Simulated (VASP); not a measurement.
# ZrAs3 (P6_3/mcm) in VASP: single point with PBE

Aim: the single point of ZrAs3 with PBE.

Everything below comes from runs of VASP 6.6.1. Logs are shortened: lines on timing, memory, paths and dates and some standing lists are left out, and cuts for length are marked.

**1. The cell of the first run**

The structure is hexagonal, space group P6_3/mcm (No. 193). Conventional cell: a = 5.285 Å, b = 5.285 Å, c = 7.222 Å, α = 90.00°, β = 90.00°, γ = 120.00°. Zr (site symmetry -3m) has 12 As at 2.79 to 3.64 Å and 2 Zr at 3.61 Å within 3.7 Å. Within 3.8 Å of As (site symmetry m2m) lie 8 As at 2.79 to 3.75 Å and 4 Zr at 2.79 to 3.64 Å.

**2. Single point, PBE**

POSCAR

```
ZrAs3
1.0
    5.2848002042      0.0000000000      0.0000000000
   -2.6424001021      4.5767712308      0.0000000000
    0.0000000000      0.0000000000      7.2222776330
Zr As
2 6
Direct
    0.0000000000      0.0000000000      0.0000000000
    0.0000000000      0.0000000000      0.5000000000
    0.4029146306      0.0000000000      0.2500000000
    0.4029146306      0.4029146306      0.7500000000
    0.0000000000      0.4029146306      0.2500000000
    0.5970853694      0.0000000000      0.7500000000
    0.5970853694      0.5970853694      0.2500000000
    0.0000000000      0.5970853694      0.7500000000
```

INCAR.step1

```
SYSTEM = ZrAs3
ALGO     = Normal         ! electronic algorithm
EDIFF    = 1E-7           ! SCF threshold, eV
ENCUT    = 520            ! plane-wave cutoff, eV
GGA      = PE             ! functional
ISIF     = 2              ! what is computed and relaxed
ISMEAR   = 0              ! smearing method
LASPH    = .True.         ! aspherical terms in the spheres
LCHARG   = .True.         ! write CHGCAR
LMAXMIX  = 4              ! l up to which the mixer works
LREAL    = .False.        ! projectors in reciprocal space
LWAVE    = .False.        ! write WAVECAR
NBANDS   = 37             ! bands
NELM     = 80             ! most SCF steps
PREC     = Accurate       ! precision mode
SIGMA    = 0.1            ! smearing width, eV
```

KPOINTS.step1

```
k-points
0
Gamma
  12 12 6
  0 0 0
```

INCAR.step2

```
SYSTEM = ZrAs3
ALGO     = Normal         ! electronic algorithm
EDIFF    = 1E-7           ! SCF threshold, eV
ENCUT    = 520            ! plane-wave cutoff, eV
GGA      = PE             ! functional
ICHARG   = 11             ! starting density
ISIF     = 2              ! what is computed and relaxed
ISMEAR   = -5             ! smearing method
LASPH    = .True.         ! aspherical terms in the spheres
LCHARG   = .False.        ! write CHGCAR
LMAXMIX  = 4              ! l up to which the mixer works
LORBIT   = 11             ! projections on sites
LREAL    = .False.        ! projectors in reciprocal space
LWAVE    = .False.        ! write WAVECAR
NBANDS   = 37             ! bands
NEDOS    = 2001           ! points of the DOS
NELM     = 80             ! most SCF steps
PREC     = Accurate       ! precision mode
SIGMA    = 0.1            ! smearing width, eV
```

KPOINTS.step2

```
k-points
0
Gamma
  18 18 9
  0 0 0
```

Potentials or basis: VASP PAW PBE potentials, release 64 (Zr_sv, As).

Run with:

```bash
cat potpaw_PBE.64/Zr_sv/POTCAR potpaw_PBE.64/As/POTCAR > POTCAR
cp INCAR.step1 INCAR
cp KPOINTS.step1 KPOINTS
mpirun -np 1 vasp_std > vasp.out
cp INCAR.step2 INCAR
cp KPOINTS.step2 KPOINTS
mpirun -np 1 vasp_std > vasp.out
```

OUTCAR:

```text
SYSTEM = ZrAs3
   EDIFF = 1E-7
   ENCUT = 520
   GGA = PE
   ICHARG = 11
   ISIF = 2
   ISMEAR = -5
   LASPH = .True.
   LORBIT = 11
   LREAL = .False.
   NELM = 80
   PREC = Accurate

 ion  position               nearest neighbor table
   1  0.000  0.000  0.000-   3 2.79   6 2.79   5 2.79   4 2.79   7 2.79   8 2.79   2 3.61   2 3.61

   2  0.000  0.000  0.500-   3 2.79   6 2.79   5 2.79   4 2.79   7 2.79   8 2.79   1 3.61   1 3.61

   3  0.403  0.000  0.250-   5 2.79   7 2.79   7 2.79   5 2.79   1 2.79   2 2.79
   4  0.403  0.403  0.750-   8 2.79   8 2.79   6 2.79   6 2.79   1 2.79   2 2.79
   5  0.000  0.403  0.250-   7 2.79   7 2.79   3 2.79   3 2.79   1 2.79   2 2.79
   6  0.597  0.000  0.750-   8 2.79   4 2.79   4 2.79   8 2.79   2 2.79   1 2.79
   7  0.597  0.597  0.250-   5 2.79   5 2.79   3 2.79   3 2.79   1 2.79   2 2.79
   8  0.000  0.597  0.750-   4 2.79   4 2.79   6 2.79   6 2.79   2 2.79   1 2.79

  LATTYP: Found a hexagonal cell.
 ALAT       =     5.2848002042
 C/A-ratio  =     1.3666131838

  Lattice vectors:

 A1 = (   5.2848002042,   0.0000000000,   0.0000000000)
 A2 = (  -2.6424001021,   4.5767712308,   0.0000000000)
 A3 = (   0.0000000000,   0.0000000000,   7.2222776330)

Analysis of symmetry for initial positions (statically):
=====================================================================
 Subroutine PRICEL returns:
 Original cell was already a primitive cell.

 Routine SETGRP: Setting up the symmetry group for a
 hexagonal supercell.

 Subroutine GETGRP returns: Found 24 space group operations
 (whereof 12 operations were pure point group operations)
 out of a pool of 24 trial point group operations.

The static configuration has the point symmetry D_3d.
 The point group associated with its full space group is D_6h.

Analysis of symmetry for dynamics (positions and initial velocities):
=====================================================================
 Subroutine PRICEL returns:
 Original cell was already a primitive cell.

 Routine SETGRP: Setting up the symmetry group for a
 hexagonal supercell.

 Subroutine GETGRP returns: Found 24 space group operations
 (whereof 12 operations were pure point group operations)
 out of a pool of 24 trial point group operations.

The dynamic configuration has the point symmetry D_3d.
 The point group associated with its full space group is D_6h.

 Subroutine INISYM returns: Found 24 space group operations
 (whereof 12 operations are pure point group operations),
 and found     1 'primitive' translations

[... 129 lines left out ...]
  volume/ion in A,a.u.               =      21.84       147.36
  Fermi-wavevector in a.u.,A,eV,Ry     =   1.106926  2.091788 16.671030  1.225286
  Thomas-Fermi vector in A             =   2.243434
   LORBIT       =     11    0 simple, 1 ext, 2 COOP (PROOUT), +10 PAW based schemes
   GGA     = PE    functional components
   LHFCALC =     F    Hartree Fock is set to
   AEXX    =    0.0000 exact exchange contribution
   IVDW    =     0    specifies the selected vdW correction
   LEPSILON=     F    determine dielectric tensor
   LRPA    =     F    only Hartree local field effects (RPA)
 non-spin polarized calculation
 Fermi weights with tetrahedron method with Bloechl corrections
  energy-cutoff  :      520.00
  volume of cell :      174.69
 maximum number of plane-waves:      4724
 NGX is ok and might be reduce to    40

 number of electron      54.0000003 magnetization

 Free energy of the ion-electron system (eV)
  ---------------------------------------------------
  ext. energy  EPLUGINS =         0.00000000
  ---------------------------------------------------
  free energy    TOTEN  =       -46.05166929 eV

  energy without entropy =      -46.05166929  energy(sigma->0) =      -46.05166929

 E-fermi :   6.0530     XC(G=0): -10.3020

 val. band max:        6.1004219134   @ k =   0.3889   0.0556   0.1111
 cond. band min:       6.0217101800   @ k =   0.5000   0.0000   0.0000
 fundamental gap:     -0.0787117334
 Fermi energy:         6.0530059141

 k-point     1 :       0.0000    0.0000    0.0000
  band No.  band energies     occupation
      1     -43.4540      2.00000
      2     -43.4427      2.00000
      3     -21.5227      2.00000
      4     -21.5227      2.00000
      5     -21.5085      2.00000
      6     -21.4954      2.00000
[... 949 lines left out ...]
     36       9.1739      0.00000
     37       9.2490      0.00000

 [... further k-points ...]

------------------------ aborting loop because EDIFF is reached ----------------------------------------

  FORCE on cell =-STRESS in cart. coord.  units (eV):
  Direction    XX          YY          ZZ          XY          YZ          ZX
  --------------------------------------------------------------------------------------
  -------------------------------------------------------------------------------------
  Total        0.1271993      0.1271993     -0.0558491      0.0000000      0.0000000      0.0000000
  in kB        1.1666301      1.1666301     -0.5122297      0.0000000      0.0000000      0.0000000
  external PRESSURE =       0.6070102 kB  Pullay stress =       0.0000000 kB

 VOLUME and BASIS-vectors are now :
 -----------------------------------------------------------------------------
  energy-cutoff  :      520.00
  volume of cell :      174.69
      direct lattice vectors                 reciprocal lattice vectors
     5.284800204  0.000000000  0.000000000     0.189221912  0.109247322  0.000000000
    -2.642400102  4.576771231  0.000000000     0.000000000  0.218494644  0.000000000
     0.000000000  0.000000000  7.222277633     0.000000000  0.000000000  0.138460476

 POSITION                                       TOTAL-FORCE (eV/Angst)
 -----------------------------------------------------------------------------------
      0.00000      0.00000      0.00000         0.000000      0.000000      0.000000
      0.00000      0.00000      3.61114         0.000000      0.000000      0.000000
      2.12932      0.00000      1.80557         0.019398      0.000000     -0.000000
      1.06466      1.84405      5.41671         0.009699      0.016799      0.000000
     -1.06466      1.84405      1.80557        -0.009699      0.016799     -0.000000
      3.15548      0.00000      5.41671        -0.019398      0.000000      0.000000
      1.57774      2.73272      1.80557        -0.009699     -0.016799      0.000000
     -1.57774      2.73272      5.41671         0.009699     -0.016799     -0.000000
 -----------------------------------------------------------------------------------
    total drift:                                0.000000     -0.000000      0.000000

  FREE ENERGIE OF THE ION-ELECTRON SYSTEM (eV)
  ---------------------------------------------------
  free  energy   TOTEN  =       -46.0516692918 eV

  energy  without entropy=      -46.0516692918  energy(sigma->0) =      -46.05166929

 total charge

# of ion       s       p       d       tot
------------------------------------------
    1        2.175   5.974   1.532   9.681
    2        2.175   5.974   1.532   9.681
    3        1.284   1.389   0.045   2.718
    4        1.284   1.389   0.045   2.718
    5        1.284   1.389   0.045   2.718
    6        1.284   1.389   0.045   2.718
    7        1.284   1.389   0.045   2.718
    8        1.284   1.389   0.045   2.718
--------------------------------------------------
tot         12.055  20.284   3.331  35.671
```

OUTCAR.step1:

```text
SYSTEM = ZrAs3
   EDIFF = 1E-7
   ENCUT = 520
   GGA = PE
   ISIF = 2
[... 1211 lines left out ...]
     -1.06466      1.84405      1.80557        -0.002288      0.003963     -0.000000
      3.15548      0.00000      5.41671        -0.004577     -0.000000      0.000000
      1.57774      2.73272      1.80557        -0.002288     -0.003963      0.000000
     -1.57774      2.73272      5.41671         0.002288     -0.003963      0.000000
 -----------------------------------------------------------------------------------
    total drift:                                0.000000     -0.000000     -0.000000

  FREE ENERGIE OF THE ION-ELECTRON SYSTEM (eV)
  ---------------------------------------------------
  free  energy   TOTEN  =       -46.0652412290 eV

  energy  without entropy=      -46.0443606404  energy(sigma->0) =      -46.05480093
```

It took 20 min on 1 thread of Intel Xeon Platinum 8259CL at 2.50GHz (Skylake/Cascade Lake), shared host; peak memory 0.95 GiB.

Results:

```yaml
Valence_electrons_inside_the_program's_atomic_spheres: Zr 9.68; As 2.72
```

Levels at points of the mesh, in eV from the Fermi level:
| k point | band 25 | band 26 | band 27 | band 28 | band 29 | band 30 |
| --- | --- | --- | --- | --- | --- | --- |
| (0.00, 0.00, 0.00) | -1.10 | -0.54 | 1.00 | 1.00 | 1.01 | 1.07 |
| (0.50, 0.00, 0.00) | -1.01 | -0.95 | -0.03 | 0.47 | 0.94 | 1.03 |
